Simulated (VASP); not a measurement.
# AlN (F-43m) in VASP: further runs

AlN is run at these levels: PBE; tasks: single point, relaxation of cell and atoms.

Program: VASP 6.6.1. These are calculated values, not measurements. Logs are shortened: lines on timing, memory, paths and dates and some standing lists are left out, and cuts for length are marked.

## (1) The cell of the first run

Symmetry: F-43m, No. 216, cubic system. Conventional cell: a = 4.403 Å, b = 4.403 Å, c = 4.403 Å, α = 90.00°, β = 90.00°, γ = 90.00°. Within 2.5 Å of Al (site symmetry -43m) lie 4 N at 1.91 Å. Within 2.5 Å of N (site symmetry -43m) lie 4 Al at 1.91 Å.

## (2) Single point, PBE

Input file INCAR:

```
PREC = Accurate
ENCUT = 520
EDIFF = 1E-6
ISMEAR = 0
SIGMA = 0.01
LREAL = F
LASPH = T
NELM = 60
ALGO = Normal
ISIF = 2
LWAVE = F
LCHARG = F
GGA = PE
NBANDS = 11
```

Input file KPOINTS:

```
Automatic mesh
0
Gamma
  10 10 10
```

Input file POSCAR:

```
AlN
1.0
    0.0000000000      2.2015871026      2.2015871026
    2.2015871026      0.0000000000      2.2015871026
    2.2015871026      2.2015871026      0.0000000000
Al N
1 1
Direct
    0.0000000000      0.0000000000      0.0000000000
    0.7500000000      0.7500000000      0.7500000000
```

Potentials or basis: VASP PAW PBE potentials, release 64 (Al, N).

Started as:

```console
> cat potpaw_PBE.64/Al/POTCAR potpaw_PBE.64/N/POTCAR > POTCAR
> mpirun -np 1 vasp_std > vasp.out
```

OUTCAR:

```text
PREC = Accurate
   ENCUT = 520
   EDIFF = 1E-6
   ISMEAR = 0
   LREAL = F
   LASPH = T
   NELM = 60
   ISIF = 2
   GGA = PE

 ion  position               nearest neighbor table
   1  0.000  0.000  0.000-   2 1.91   2 1.91   2 1.91   2 1.91
   2  0.750  0.750  0.750-   1 1.91   1 1.91   1 1.91   1 1.91

  LATTYP: Found a face centered cubic cell.
 ALAT       =     4.4031742052

  Lattice vectors:

 A1 = (   0.0000000000,   2.2015871026,   2.2015871026)
 A2 = (   2.2015871026,   0.0000000000,   2.2015871026)
 A3 = (   2.2015871026,   2.2015871026,   0.0000000000)

Analysis of symmetry for initial positions (statically):
=====================================================================
 Subroutine PRICEL returns:
 Original cell was already a primitive cell.

 Routine SETGRP: Setting up the symmetry group for a
 face centered cubic supercell.

 Subroutine GETGRP returns: Found 24 space group operations
 (whereof 24 operations were pure point group operations)
 out of a pool of 48 trial point group operations.

The static configuration has the point symmetry T_d .

Analysis of symmetry for dynamics (positions and initial velocities):
=====================================================================
 Subroutine PRICEL returns:
 Original cell was already a primitive cell.

 Routine SETGRP: Setting up the symmetry group for a
 face centered cubic supercell.

 Subroutine GETGRP returns: Found 24 space group operations
 (whereof 24 operations were pure point group operations)
 out of a pool of 48 trial point group operations.

The dynamic configuration has the point symmetry T_d .

 Subroutine INISYM returns: Found 24 space group operations
 (whereof 24 operations are pure point group operations),
 and found     1 'primitive' translations

----------------------------------------------------------------------------------------

                                     Primitive cell

  volume of cell :      21.3421

  direct lattice vectors                    reciprocal lattice vectors
     0.000000000  2.201587103  2.201587103    -0.227108889  0.227108889  0.227108889
     2.201587103  0.000000000  2.201587103     0.227108889 -0.227108889  0.227108889
     2.201587103  2.201587103  0.000000000     0.227108889  0.227108889 -0.227108889

  length of vectors
     3.113514339  3.113514339  3.113514339     0.393364134  0.393364134  0.393364134

  position of ions in fractional coordinates (direct lattice)
     0.000000000  0.000000000  0.000000000
     0.750000000  0.750000000  0.750000000

  ion indices of the primitive-cell ions
   primitive index   ion index
                 1           1
                 2           2

----------------------------------------------------------------------------------------

 KPOINTS: Automatic mesh

Automatic generation of k-mesh.
 Grid dimensions read from file:
 generate k-points for:   10   10   10

 Generating k-lattice:

  Cartesian coordinates                     Fractional coordinates (reciprocal lattice)
    -0.022710889  0.022710889  0.022710889     0.100000000  0.000000000  0.000000000
     0.022710889 -0.022710889  0.022710889     0.000000000  0.100000000  0.000000000
     0.022710889  0.022710889 -0.022710889     0.000000000  0.000000000  0.100000000

  Length of vectors
     0.039336413  0.039336413  0.039336413

  Shift w.r.t. Gamma in fractional coordinates (k-lattice)
     0.000000000  0.000000000  0.000000000

 Subroutine IBZKPT returns following result:
 ===========================================

 Found     47 irreducible k-points:

 Following reciprocal coordinates:
            Coordinates               Weight
  0.000000  0.000000  0.000000      1.000000
  0.100000  0.000000  0.000000      8.000000
  0.200000  0.000000  0.000000      8.000000
  0.300000  0.000000  0.000000      8.000000
  0.400000  0.000000  0.000000      8.000000
  0.500000  0.000000  0.000000      4.000000
[... 16 lines left out ...]
  0.300000  0.300000  0.000000      6.000000
  0.400000  0.300000  0.000000     24.000000
 [... further k-points ...]
   k-points           NKPTS =     47   k-points in BZ     NKDIM =     47   number of bands    NBANDS=     11
   number of dos      NEDOS =    301   number of ions     NIONS =      2
   total plane-waves  NPLWV =  13824
   dimension x,y,z NGX =    24 NGY =   24 NGZ =   24
   dimension x,y,z NGXF=    48 NGYF=   48 NGZF=   48
   ions per type =               1   1
   NGX,Y,Z   is equivalent  to a cutoff of  12.81, 12.81, 12.81 a.u.
   NGXF,Y,Z  is equivalent  to a cutoff of  25.63, 25.63, 25.63 a.u.
 SYSTEM =  unknown system
   PREC   = accura    normal or accurate (medium, high low for compatibility)
   ISTART =      0    job   : 0-new  1-cont  2-samecut
   ICHARG =      2    charge: 1-file 2-atom 10-const
   ISPIN  =      1    spin polarized calculation?
   LNONCOLLINEAR =      F non collinear calculations
   LSORBIT =      F    spin-orbit coupling
   LASPH  =      T    aspherical Exc in radial PAW
   ENCUT  =  520.0 eV  38.22 Ry    6.18 a.u.   5.79  5.79  5.79*2*pi/ulx,y,z
   NELM   =     60;   NELMIN=  2; NELMDL= -5     # of ELM steps
   EDIFF  = 0.1E-05   stopping-criterion for ELM
   LREAL  =      F    real-space projection
   EDIFFG = 0.1E-04   stopping-criterion for IOM
   NSW    =      0    number of steps for IOM
   IBRION =     -1    ionic relax: 0-MD 1-quasi-New 2-CG
   NFREE  =      0    steps in history (QN), initial steepest desc. (CG)
   ISIF   =      2    stress and relaxation
   ISYM   =      2    0-nonsym 1-usesym 2-fastsym
   POTIM  = 0.5000    time-step for ionic-motion
   TEBEG  =    0.0;   TEEND  =   0.0 temperature during run
   PSTRESS=    0.0 pullay stress
   NELECT =       8.0000    total number of electrons
   NUPDOWN=      -1.0000    fix difference up-down
   EMIN   =  10.00;   EMAX   =-10.00  energy-range for DOS
   EFERMI =   0.00;   METHOD = LEGACY
   ISMEAR =     0;   SIGMA  =   0.01  broadening in eV -4-tet -1-fermi 0-gaus
   EFERMI_NEDOS =   21; number of points for ismear=-14 and -15
   IALGO  =     38    algorithm
   IMIX   =      4    mixing-type and parameters
     AMIX     =   0.40;   BMIX     =  1.00
     AMIX_MAG =   1.60;   BMIX_MAG =  1.00
  volume/ion in A,a.u.               =      10.67        72.01
  Fermi-wavevector in a.u.,A,eV,Ry     =   1.180390  2.230614 18.957286  1.393321
  Thomas-Fermi vector in A             =   2.316684
   LORBIT       =      0    0 simple, 1 ext, 2 COOP (PROOUT), +10 PAW based schemes
   GGA     = PE    functional components
   LHFCALC =     F    Hartree Fock is set to
   AEXX    =    0.0000 exact exchange contribution
   IVDW    =     0    specifies the selected vdW correction
   LEPSILON=     F    determine dielectric tensor
   LRPA    =     F    only Hartree local field effects (RPA)
 non-spin polarized calculation
 Gauss-broadening in eV      SIGMA  =   0.01
  energy-cutoff  :      520.00
  volume of cell :       21.34
 maximum number of plane-waves:       589
   NGX = 11   NGY = 11   NGZ = 11

 number of electron       8.0000001 magnetization

 Free energy of the ion-electron system (eV)
  ---------------------------------------------------
  ext. energy  EPLUGINS =         0.00000000
  ---------------------------------------------------
  free energy    TOTEN  =       -14.84742458 eV

  energy without entropy =      -14.84742458  energy(sigma->0) =      -14.84742458

 E-fermi :   5.8034     XC(G=0): -10.8291

 val. band max:        5.7451150474   @ k =   0.0000   0.0000   0.0000
 cond. band min:       9.0500256067   @ k =   0.5000   0.5000   0.0000
 fundamental gap:      3.3049105593
 Fermi energy:         5.8033779501

 k-point     1 :       0.0000    0.0000    0.0000
  band No.  band energies     occupation
      1      -9.0974      2.00000
      2       5.7451      2.00000
      3       5.7451      2.00000
      4       5.7451      2.00000
      5       9.7294      0.00000
      6      18.0688      0.00000
      7      18.0688      0.00000
      8      18.0688      0.00000
      9      23.2416      0.00000
     10      23.2416      0.00000
     11      24.5971      0.00000

 k-point     2 :       0.1000    0.0000    0.0000
  band No.  band energies     occupation
      1      -8.9553      2.00000
      2       4.9340      2.00000
      3       5.6937      2.00000
      4       5.6937      2.00000
      5      10.3967      0.00000
      6      17.6815      0.00000
      7      18.1997      0.00000
      8      18.1997      0.00000
      9      22.0036      0.00000
     10      22.0036      0.00000
     11      23.8195      0.00000

 k-point     3 :       0.2000    0.0000    0.0000
  band No.  band energies     occupation
      1      -8.5510      2.00000
      2       3.3499      2.00000
      3       5.5658      2.00000
      4       5.5658      2.00000
      5      11.5217      0.00000
      6      16.8892      0.00000
      7      18.1493      0.00000
      8      18.1493      0.00000
      9      21.4634      0.00000
     10      21.4634      0.00000
     11      22.9431      0.00000

 k-point     4 :       0.3000    0.0000    0.0000
  band No.  band energies     occupation
      1      -7.9654      2.00000
      2       1.7371      2.00000
      3       5.4191      2.00000
      4       5.4191      2.00000
      5      12.3626      0.00000
      6      16.1505      0.00000
      7      17.5293      0.00000
      8      17.5293      0.00000
      9      22.4736      0.00000
     10      22.4736      0.00000
     11      22.7247      0.00000
[... 239 lines left out ...]
 k-point    22 :      -0.2000    0.2000    0.0000
  band No.  band energies     occupation
      1      -7.7730      2.00000
      2       2.0308      2.00000
      3       4.0811      2.00000
      4       5.4903      2.00000
      5      13.1235      0.00000
      6      15.5200      0.00000
      7      16.9229      0.00000
      8      18.0687      0.00000
      9      20.5194      0.00000
     10      23.8871      0.00000
     11      26.8205      0.00000

 k-point    23 :       0.3000    0.3000    0.0000
  band No.  band energies     occupation
      1      -7.6012      2.00000
      2       2.2617      2.00000
      3       4.5240      2.00000
      4       4.5240      2.00000
      5      10.9971      0.00000
      6      15.2768      0.00000
      7      17.3763      0.00000
      8      19.9737      0.00000
      9      19.9737      0.00000
     10      25.8925      0.00000
     11      29.1046      0.00000

 k-point    24 :       0.4000    0.3000    0.0000
  band No.  band energies     occupation
      1      -7.1555      2.00000
      2       1.6452      2.00000
      3       4.0695      2.00000
      4       4.3624      2.00000
      5      10.6068      0.00000
      6      15.1172      0.00000
      7      17.7151      0.00000
      8      20.0699      0.00000
      9      20.5614      0.00000
     10      26.7827      0.00000
     11      28.8936      0.00000

 [... further k-points ...]
[... 5 lines left out ...]
  --------------------------------------------------------------------------------------
  -------------------------------------------------------------------------------------
  Total       -0.0378602     -0.0378602     -0.0378602      0.0000000      0.0000000      0.0000000
  in kB       -2.8422103     -2.8422103     -2.8422103      0.0000000      0.0000000      0.0000000
  external PRESSURE =      -2.8422103 kB  Pullay stress =       0.0000000 kB

 VOLUME and BASIS-vectors are now :
 -----------------------------------------------------------------------------
  energy-cutoff  :      520.00
  volume of cell :       21.34
      direct lattice vectors                 reciprocal lattice vectors
     0.000000000  2.201587103  2.201587103    -0.227108889  0.227108889  0.227108889
     2.201587103  0.000000000  2.201587103     0.227108889 -0.227108889  0.227108889
     2.201587103  2.201587103  0.000000000     0.227108889  0.227108889 -0.227108889

 POSITION                                       TOTAL-FORCE (eV/Angst)
 -----------------------------------------------------------------------------------
      0.00000      0.00000      0.00000         0.000000     -0.000000     -0.000000
      3.30238      3.30238      3.30238        -0.000000      0.000000      0.000000
 -----------------------------------------------------------------------------------
    total drift:                               -0.000000     -0.000000     -0.000000

  FREE ENERGIE OF THE ION-ELECTRON SYSTEM (eV)
  ---------------------------------------------------
  free  energy   TOTEN  =       -14.8474245824 eV

  energy  without entropy=      -14.8474245824  energy(sigma->0) =      -14.84742458
```

Wall time 17 s (1 thread of AMD EPYC 7R43 (Zen 3), shared host); peak memory 0.1 GiB.

What came out:

- Free energy: -14.8474 eV
- Pressure: -0.3 GPa
- Band gap on the k mesh: 3.30 eV, indirect (least direct gap 3.98 eV)

A k mesh can miss the band edges. As with any semilocal functional, this PBE gap is likely too small.

## (3) Single point, PBE

This run uses another cell than the first one: it holds 32 atoms, not 2.

Input file INCAR:

```
SYSTEM = AlN
PREC = Accurate
ENCUT = 520
EDIFF = 1E-6
ISMEAR = 0
SIGMA = 0.01
LREAL = Auto
LASPH = .True.
NELM = 100
ALGO = Normal
ISIF = 2
LWAVE = .False.
LCHARG = .False.
GGA = PE
NBANDS = 86
```

Input file KPOINTS:

```
regular mesh
0
Gamma
  2 2 2
  0 0 0
```

Input file POSCAR:

```
AlN
1.0
   -4.4031742052      4.4031742052     -4.4031742052
   -4.4031742052     -4.4031742052      4.4031742052
    4.4031742052      4.4031742052      4.4031742052
Al N
16 16
Direct
    0.0000000000      0.7500000000      0.2500000000
    0.7500000000      0.0000000000      0.2500000000
    0.7500000000      0.7500000000      0.5000000000
    0.5000000000      0.2500000000      0.2500000000
    0.5000000000      0.0000000000      0.5000000000
    0.5000000000      0.7500000000      0.7500000000
    0.2500000000      0.5000000000      0.2500000000
    0.2500000000      0.2500000000      0.5000000000
    0.2500000000      0.0000000000      0.7500000000
    0.2500000000      0.7500000000      0.0000000000
    0.0000000000      0.5000000000      0.5000000000
    0.0000000000      0.2500000000      0.7500000000
    0.0000000000      0.0000000000      0.0000000000
    0.7500000000      0.5000000000      0.7500000000
    0.7500000000      0.2500000000      0.0000000000
    0.5000000000      0.5000000000      0.0000000000
    0.0000000000      0.0000000000      0.7500000000
    0.7500000000      0.2500000000      0.7500000000
    0.7500000000      0.0000000000      0.0000000000
    0.5000000000      0.5000000000      0.7500000000
    0.5000000000      0.2500000000      0.0000000000
    0.5000000000      0.0000000000      0.2500000000
    0.2500000000      0.7500000000      0.7500000000
    0.2500000000      0.5000000000      0.0000000000
    0.2500000000      0.2500000000      0.2500000000
    0.2500000000      0.0000000000      0.5000000000
    0.0000000000      0.7500000000      0.0000000000
    0.0000000000      0.5000000000      0.2500000000
    0.0000000000      0.2500000000      0.5000000000
    0.7500000000      0.7500000000      0.2500000000
    0.7500000000      0.5000000000      0.5000000000
    0.5000000000      0.7500000000      0.5000000000
```

Potentials or basis: VASP PAW PBE potentials, release 64 (Al, N).

Started as:

```console
> cat potpaw_PBE.64/Al/POTCAR potpaw_PBE.64/N/POTCAR > POTCAR
> mpirun -np 1 vasp_std > vasp.out
```

Wall time 5.6 min (1 thread of AMD EPYC 7R43 (Zen 3), shared host); peak memory 0.44 GiB.

Results (log left out):

* Free energy: -237.5393 eV
* Pressure: -0.4 GPa
* Band gap on the k mesh: 3.30 eV

Levels at points of the mesh, in eV from the valence-band top:
```csv
k point,band 61,band 62,band 63,band 64,band 65,band 66,band 67,band 68
"(0.00, 0.00, 0.00)",-0.52,0.00,0.00,0.00,3.30,3.30,3.30,3.98
"(0.50, 0.00, 0.00)",-0.68,-0.68,-0.05,-0.05,5.12,5.12,5.26,5.26
"(0.50, 0.50, 0.50)",-0.48,-0.48,-0.48,-0.48,5.84,5.84,5.84,5.84
```

Caveat: the k points lie up to 0.50 Å⁻¹ apart.

## (4) Single point, PBE

This run uses another cell than the first one, of 9.93 Å³/atom, 0.930 times its volume.

Input file INCAR:

```
PREC = Accurate
ENCUT = 600
EDIFF = 1E-6
ISMEAR = 0
SIGMA = 0.01
LREAL = False
LASPH = True
NELM = 120
ALGO = Normal
ISIF = 2
LWAVE = False
LCHARG = False
GGA = PE
NBANDS = 11
GGA_COMPAT = False
```

Input file KPOINTS:

```
regular mesh
0
Gamma
  10 10 10
```

Input file POSCAR:

```
AlN
1.0
    0.0000000000      2.1492837564      2.1492837564
    2.1492837564      0.0000000000      2.1492837564
    2.1492837564      2.1492837564      0.0000000000
Al N
1 1
Direct
    0.0000000000      0.0000000000      0.0000000000
    0.7500000000      0.7500000000      0.7500000000
```

Started as:

```console
> cat potpaw_PBE.64/Al/POTCAR potpaw_PBE.64/N/POTCAR > POTCAR
> mpirun -np 1 vasp_std > vasp.out
```

Run time: 5 s. Hardware: 1 thread of Intel Xeon Platinum 8375C at 2.90GHz (Ice Lake), shared host; peak memory 0.13 GiB.

Results (log left out):

```yaml
Free_energy: -14.7805 eV
Pressure: 15.6 GPa
Band_gap_on_the_k_mesh: 3.34 eV, indirect (least direct gap 4.63 eV)
```

Levels at points of the mesh, in eV from the valence-band top:
```
           k point  band 1  band 2  band 3  band 4  band 5  band 6  band 7  band 8  band 9
(0.00, 0.00, 0.00)  -15.27    0.00    0.00    0.00    4.63   13.04   13.04   13.04   18.08
(0.50, 0.00, 0.00)  -13.07   -6.06   -0.48   -0.48    7.82   10.20   11.45   11.45   18.64
(0.50, 0.50, 0.00)  -12.39   -5.05   -1.82   -1.82    3.34    8.91   14.63   16.34   16.34
```

A k mesh can miss the band edges. As with any semilocal functional, this PBE gap is likely too small.

[end of part 1 of 2]
